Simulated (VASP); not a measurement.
# W (R-3m) in VASP: notebook

W is run at these levels: PBE; tasks: single point.

Program: VASP 6.6.1. These are calculated values, not measurements. Logs are shortened: lines on timing, memory, paths and dates and some standing lists are left out, and cuts for length are marked.

## 1. The cell of the first run

The structure is trigonal, space group R-3m (No. 166). Conventional cell: a = 4.255 Å, b = 4.255 Å, c = 2.895 Å, α = 90.00°, β = 90.00°, γ = 120.00°. Within 3.5 Å of W (site symmetry -3m) lie 14 W at 2.64 to 3.12 Å.

## 2. Single point, PBE

The input, INCAR:

```
SYSTEM = W
  PREC = Accurate
  ENCUT = 520
  EDIFF = 1E-6
  ISMEAR = 0
  SIGMA = 0.15
  LREAL = .False.
  LASPH = .True.
  NELM = 100
  ALGO = Fast
  ISIF = 2
  LWAVE = .False.
  LCHARG = .False.
  GGA = PE
  NBANDS = 13
```

The input, KPOINTS:

```
regular mesh
0
Gamma
  20 20 20
  0 0 0
```

The input, POSCAR:

```
W
1.0
   -1.4485831223      1.5600125932      1.5600125932
    1.5600125932     -1.4485831223      1.5600125932
    1.5600125932      1.5600125932     -1.4485831223
W
1
Direct
    0.0000000000      0.0000000000      0.0000000000
```

Potentials or basis: VASP PAW PBE potentials, release 64 (W_sv).

Run with:

```
$ cat potpaw_PBE.64/W_sv/POTCAR > POTCAR
$ mpirun -np 1 vasp_std > vasp.out
```

OUTCAR:

```text
SYSTEM = W
   PREC = Accurate
   ENCUT = 520
   EDIFF = 1E-6
   ISMEAR = 0
   LREAL = .False.
   LASPH = .True.
   NELM = 100
   ISIF = 2
   GGA = PE

 ion  position               nearest neighbor table
   1  0.000  0.000  0.000-

  LATTYP: Found a trigonal (rhomboedric) cell.
 ALAT       =     2.6392558883
 COS(alpha) =    -0.2994652407

  Lattice vectors:

 A1 = (  -1.4485831223,   1.5600125932,   1.5600125932)
 A2 = (   1.5600125932,  -1.4485831223,   1.5600125932)
 A3 = (   1.5600125932,   1.5600125932,  -1.4485831223)

Analysis of symmetry for initial positions (statically):
=====================================================================
 Subroutine PRICEL returns:
 Original cell was already a primitive cell.

 Routine SETGRP: Setting up the symmetry group for a
 trigonal (rhombohedral) supercell.

 Subroutine GETGRP returns: Found 12 space group operations
 (whereof 12 operations were pure point group operations)
 out of a pool of 12 trial point group operations.

The static configuration has the point symmetry D_3d.

Analysis of symmetry for dynamics (positions and initial velocities):
=====================================================================
 Subroutine PRICEL returns:
 Original cell was already a primitive cell.

 Routine SETGRP: Setting up the symmetry group for a
 trigonal (rhombohedral) supercell.

 Subroutine GETGRP returns: Found 12 space group operations
 (whereof 12 operations were pure point group operations)
 out of a pool of 12 trial point group operations.

The dynamic configuration has the point symmetry D_3d.

 Subroutine INISYM returns: Found 12 space group operations
 (whereof 12 operations are pure point group operations),
 and found     1 'primitive' translations

----------------------------------------------------------------------------------------

                                     Primitive cell

  volume of cell :      15.1293

  direct lattice vectors                    reciprocal lattice vectors
    -1.448583122  1.560012593  1.560012593    -0.022158732  0.310222250  0.310222250
     1.560012593 -1.448583122  1.560012593     0.310222250 -0.022158732  0.310222250
     1.560012593  1.560012593 -1.448583122     0.310222250  0.310222250 -0.022158732

  length of vectors
     2.639255888  2.639255888  2.639255888     0.439279750  0.439279750  0.439279750

  position of ions in fractional coordinates (direct lattice)
     0.000000000  0.000000000  0.000000000

  ion indices of the primitive-cell ions
   primitive index   ion index
                 1           1

----------------------------------------------------------------------------------------

 KPOINTS: regular mesh

Automatic generation of k-mesh.
 Grid dimensions read from file:
 generate k-points for:   20   20   20

 Generating k-lattice:

  Cartesian coordinates                     Fractional coordinates (reciprocal lattice)
    -0.001107937  0.015511113  0.015511113     0.050000000  0.000000000  0.000000000
     0.015511113 -0.001107937  0.015511113     0.000000000  0.050000000  0.000000000
     0.015511113  0.015511113 -0.001107937     0.000000000  0.000000000  0.050000000

  Length of vectors
     0.021963987  0.021963987  0.021963987

  Shift w.r.t. Gamma in fractional coordinates (k-lattice)
     0.000000000  0.000000000  0.000000000

 Subroutine IBZKPT returns following result:
 ===========================================

 Found    781 irreducible k-points:

 Following reciprocal coordinates:
            Coordinates               Weight
  0.000000  0.000000  0.000000      1.000000
  0.050000  0.000000  0.000000      6.000000
  0.100000  0.000000  0.000000      6.000000
  0.150000  0.000000  0.000000      6.000000
  0.200000  0.000000  0.000000      6.000000
  0.250000  0.000000  0.000000      6.000000
[... 16 lines left out ...]
 -0.400000  0.050000  0.000000     12.000000
 -0.350000  0.050000 -0.000000     12.000000
 [... further k-points ...]
   k-points           NKPTS =    781   k-points in BZ     NKDIM =    781   number of bands    NBANDS=     13
   number of dos      NEDOS =    301   number of ions     NIONS =      1
   total plane-waves  NPLWV =   8000
   dimension x,y,z NGX =    20 NGY =   20 NGZ =   20
   dimension x,y,z NGXF=    40 NGYF=   40 NGZF=   40
   ions per type =               1
   NGX,Y,Z   is equivalent  to a cutoff of  12.60, 12.60, 12.60 a.u.
   NGXF,Y,Z  is equivalent  to a cutoff of  25.20, 25.20, 25.20 a.u.
 SYSTEM =  W
   PREC   = accura    normal or accurate (medium, high low for compatibility)
   ISTART =      0    job   : 0-new  1-cont  2-samecut
   ICHARG =      2    charge: 1-file 2-atom 10-const
   ISPIN  =      1    spin polarized calculation?
   LNONCOLLINEAR =      F non collinear calculations
   LSORBIT =      F    spin-orbit coupling
   LASPH  =      T    aspherical Exc in radial PAW
   ENCUT  =  520.0 eV  38.22 Ry    6.18 a.u.   4.91  4.91  4.91*2*pi/ulx,y,z
   NELM   =    100;   NELMIN=  2; NELMDL= -5     # of ELM steps
   EDIFF  = 0.1E-05   stopping-criterion for ELM
   LREAL  =      F    real-space projection
   EDIFFG = 0.1E-04   stopping-criterion for IOM
   NSW    =      0    number of steps for IOM
   IBRION =     -1    ionic relax: 0-MD 1-quasi-New 2-CG
   NFREE  =      0    steps in history (QN), initial steepest desc. (CG)
   ISIF   =      2    stress and relaxation
   ISYM   =      2    0-nonsym 1-usesym 2-fastsym
   POTIM  = 0.5000    time-step for ionic-motion
   TEBEG  =    0.0;   TEEND  =   0.0 temperature during run
   PSTRESS=    0.0 pullay stress
   NELECT =      14.0000    total number of electrons
   NUPDOWN=      -1.0000    fix difference up-down
   EMIN   =  10.00;   EMAX   =-10.00  energy-range for DOS
   EFERMI =   0.00;   METHOD = LEGACY
   ISMEAR =     0;   SIGMA  =   0.15  broadening in eV -4-tet -1-fermi 0-gaus
   EFERMI_NEDOS =   21; number of points for ismear=-14 and -15
   IALGO  =     68    algorithm
   IMIX   =      4    mixing-type and parameters
     AMIX     =   0.40;   BMIX     =  1.00
     AMIX_MAG =   1.60;   BMIX_MAG =  1.00
  volume/ion in A,a.u.               =      15.13       102.10
  Fermi-wavevector in a.u.,A,eV,Ry     =   1.595308  3.014695 34.626926  2.545007
  Thomas-Fermi vector in A             =   2.693247
   LORBIT       =      0    0 simple, 1 ext, 2 COOP (PROOUT), +10 PAW based schemes
   GGA     = PE    functional components
   LHFCALC =     F    Hartree Fock is set to
   AEXX    =    0.0000 exact exchange contribution
   IVDW    =     0    specifies the selected vdW correction
   LEPSILON=     F    determine dielectric tensor
   LRPA    =     F    only Hartree local field effects (RPA)
 non-spin polarized calculation
 RMM-DIIS sequential band-by-band and
 Gauss-broadening in eV      SIGMA  =   0.15
  energy-cutoff  :      520.00
  volume of cell :       15.13
 maximum number of plane-waves:       427
   NGX =  9   NGY =  9   NGZ =  9

 number of electron      13.9999999 magnetization

 Free energy of the ion-electron system (eV)
  ---------------------------------------------------
  ext. energy  EPLUGINS =         0.00000000
  ---------------------------------------------------
  free energy    TOTEN  =       -12.77849168 eV

  energy without entropy =      -12.77366973  energy(sigma->0) =      -12.77608070

 E-fermi :  12.2065     XC(G=0): -13.8972

 val. band max:       12.2059348045   @ k =  -0.2000   0.2000   0.1500
 cond. band min:      12.2083202496   @ k =  -0.1500   0.0500  -0.0000
 fundamental gap:      0.0023854450
 Fermi energy:        12.2065266041

 k-point     1 :       0.0000    0.0000    0.0000
  band No.  band energies     occupation
      1     -62.0026      2.00000
      2     -25.6616      2.00000
      3     -25.3704      2.00000
      4     -25.3704      2.00000
      5       2.2561      2.00000
      6       9.9802      2.00000
      7       9.9802      2.00000
      8      12.1254      1.55542
      9      14.8061      0.00000
     10      14.8061      0.00000
     11      26.1963      0.00000
     12      26.1963      0.00000
     13      28.1599      0.00000

 k-point     2 :       0.0500    0.0000    0.0000
  band No.  band energies     occupation
      1     -61.9991      2.00000
      2     -25.6819      2.00000
      3     -25.3970      2.00000
      4     -25.3708      2.00000
      5       2.3762      2.00000
      6       9.9314      2.00000
      7      10.0058      2.00000
      8      12.1640      1.31141
      9      14.7304      0.00000
     10      14.7993      0.00000
     11      26.3326      0.00000
     12      26.4841      0.00000
     13      28.3029      0.00000

 k-point     3 :       0.1000    0.0000    0.0000
  band No.  band energies     occupation
      1     -61.9889      2.00000
      2     -25.7509      2.00000
      3     -25.4629      2.00000
      4     -25.3719      2.00000
      5       2.7245      2.00000
      6       9.7902      2.00000
      7      10.0448      2.00000
      8      12.3108      0.32535
      9      14.5681      0.00000
     10      14.7908      0.00000
     11      26.6997      0.00000
     12      27.2499      0.00000
     13      28.7206      0.00000
[... 305 lines left out ...]
 k-point    23 :      -0.4000    0.0500    0.0000
  band No.  band energies     occupation
      1     -61.8740      2.00000
      2     -26.8231      2.00000
      3     -25.7703      2.00000
      4     -25.3976      2.00000
      5       5.6245      2.00000
      6       8.4220      2.00000
      7      10.7244      2.00000
      8      14.8660      0.00000
      9      15.5286      0.00000
     10      16.8609      0.00000
     11      24.9969      0.00000
     12      25.6654      0.00000
     13      32.2381      0.00000

 k-point    24 :      -0.3500    0.0500   -0.0000
  band No.  band energies     occupation
      1     -61.8912      2.00000
      2     -26.6589      2.00000
      3     -25.7323      2.00000
      4     -25.3941      2.00000
      5       5.4470      2.00000
      6       8.6477      2.00000
      7      10.1007      2.00000
      8      14.6656      0.00000
      9      15.2990      0.00000
     10      15.7943      0.00000
     11      26.0928      0.00000
     12      26.6849      0.00000
     13      32.4981      0.00000

 [... further k-points ...]
[... 5 lines left out ...]
  --------------------------------------------------------------------------------------
  -------------------------------------------------------------------------------------
  Total        2.4377163      2.4377163      2.4377163     -0.9693537     -0.9693537     -0.9693537
  in kB      258.1515581    258.1515581    258.1515581   -102.6535194   -102.6535194   -102.6535194
  external PRESSURE =     258.1515581 kB  Pullay stress =       0.0000000 kB

 VOLUME and BASIS-vectors are now :
 -----------------------------------------------------------------------------
  energy-cutoff  :      520.00
  volume of cell :       15.13
      direct lattice vectors                 reciprocal lattice vectors
    -1.448583122  1.560012593  1.560012593    -0.022158732  0.310222250  0.310222250
     1.560012593 -1.448583122  1.560012593     0.310222250 -0.022158732  0.310222250
     1.560012593  1.560012593 -1.448583122     0.310222250  0.310222250 -0.022158732

 POSITION                                       TOTAL-FORCE (eV/Angst)
 -----------------------------------------------------------------------------------
      0.00000      0.00000      0.00000         0.000000      0.000000      0.000000
 -----------------------------------------------------------------------------------
    total drift:                                0.000000     -0.000000     -0.000000

  FREE ENERGIE OF THE ION-ELECTRON SYSTEM (eV)
  ---------------------------------------------------
  free  energy   TOTEN  =       -12.7784916777 eV

  energy  without entropy=      -12.7736697268  energy(sigma->0) =      -12.77608070
```

It took 97 s on 1 thread of Intel Xeon 6975P-C (Granite Rapids), shared host; peak memory 0.25 GiB.

Results:

```yaml
Free_energy: -12.7785 eV
Pressure: 25.8 GPa
Band_gap_on_the_k_mesh: zero (bands 7 and 8 overlap by 4.61 eV)
```

Stress tensor (GPa, compression positive):
```
 25.82 -10.27 -10.27
-10.27  25.82 -10.27
-10.27 -10.27  25.82
```

Levels at points of the mesh, in eV from the Fermi level:
```tsv
k point	band 3	band 4	band 5	band 6	band 7	band 8	band 9	band 10	band 11	band 12
(0.00, 0.00, 0.00)	-37.58	-37.58	-9.95	-2.23	-2.23	-0.08	2.60	2.60	13.99	13.99
(0.50, 0.00, 0.00)	-38.01	-37.59	-6.68	-4.07	0.24	2.75	3.69	5.61	11.33	12.17
(0.50, 0.50, 0.00)	-38.37	-37.68	-6.65	-3.84	1.42	1.98	2.69	7.04	10.80	12.74
(0.50, 0.50, 0.50)	-38.88	-38.52	-6.30	-6.30	3.56	6.30	6.30	7.72	9.15	9.15
```

Caveat: the cell stands under pressure; spin-orbit coupling is left out, which moves the levels of the heavy elements.

[end of part 1 of 2]

The gap in the log of VASP goes by the Fermi energy; the results here count the filled bands.